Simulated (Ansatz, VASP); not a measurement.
## ScAgTe2 in VASP and in Ansatz

INCAR

```
PREC     = Accurate       # precision mode
ENCUT    = 520            # plane-wave cutoff, eV
EDIFF    = 1E-7           # SCF threshold, eV
ISMEAR   = 0              # smearing method
SIGMA    = 0.01           # smearing width, eV
LREAL    = False          # projectors in reciprocal space
LASPH    = True           # aspherical terms in the spheres
NELM     = 100            # most SCF steps
ALGO     = Normal         # electronic algorithm
ISIF     = 2              # what is computed and relaxed
LWAVE    = False          # write WAVECAR
LCHARG   = False          # write CHGCAR
GGA      = PE             # functional
NBANDS   = 25             # bands
```

KPOINTS

```
Automatic mesh
0
Gamma
  6 6 6
```

Contents of POSCAR:

```
ScAgTe2
1.0
    2.1535789779      1.2433694026      7.1494812958
   -2.1535789779      1.2433694026      7.1494812958
    0.0000000000     -2.4867388052      7.1494812958
Ag Sc Te
1 1 2
Direct
    1.0000000000      0.0000000000      0.0000000000
    0.5000000000      0.5000000000      0.5000000000
    0.2467595872      0.2467595872      0.2467595872
    0.7532404128      0.7532404128      0.7532404128
```

Input for Ansatz:

```yaml
crystal:
  lattice:
    - [2.1535789779, 1.2433694026, 7.1494812958]
    - [-2.1535789779, 1.2433694026, 7.1494812958]
    - [0.0, -2.4867388052, 7.1494812958]
  atoms:
    - { symbol: Ag, position: [1.0, 0.0, 0.0] }
    - { symbol: Sc, position: [0.5, 0.5, 0.5] }
    - { symbol: Te, position: [0.2467595872, 0.2467595872, 0.2467595872] }
    - { symbol: Te, position: [0.7532404128, 0.7532404128, 0.7532404128] }
kpoints:
  mp_grid: { grid: [6, 6, 6] }
hamiltonian:
  xc: pbe
scf:
  occupations: { method: fixed }
  n_extra_bands: 5
output:
  forces: true
  stress: true
  eigenvalues: true
```

Alike in both runs: task single point; functional PBE; k mesh 6 × 6 × 6; no spin polarisation.

|  | VASP | Ansatz |
| --- | --- | --- |
| version | VASP 6.6.1 | Ansatz 0.2.0 |
| potentials or method | VASP PAW PBE potentials, release 64 (Ag, Sc_sv, Te) | plane waves, PAW |
| plane-wave cutoff (eV) | 520 | 420 |
| occupations | gaussian, width 0.01 eV | fixed |
| valence electrons in the cell | 34 | 62 |

|  | VASP | Ansatz | Ansatz less VASP |
| --- | --- | --- | --- |
| gap on the k mesh at the Fermi level (eV) | 0.42 | 0.42 | +0.006 |
| pressure (GPa) | -2.8 | -2.8 | -0.03 |
| traceless stress, the component that is largest in VASP (GPa) | 0.07 | 0.06 | -0.001 |
| rms of the force components (eV/Å) | 0.060 | 0.066 | +0.0060 |

Atom by atom the forces differ by 0.006 eV/Å (rms over components). VASP's potentials hold 34 valence electrons a cell and Ansatz's 62, so a difference there can come from the potentials and not from the codes.

Spin-orbit coupling is off throughout.
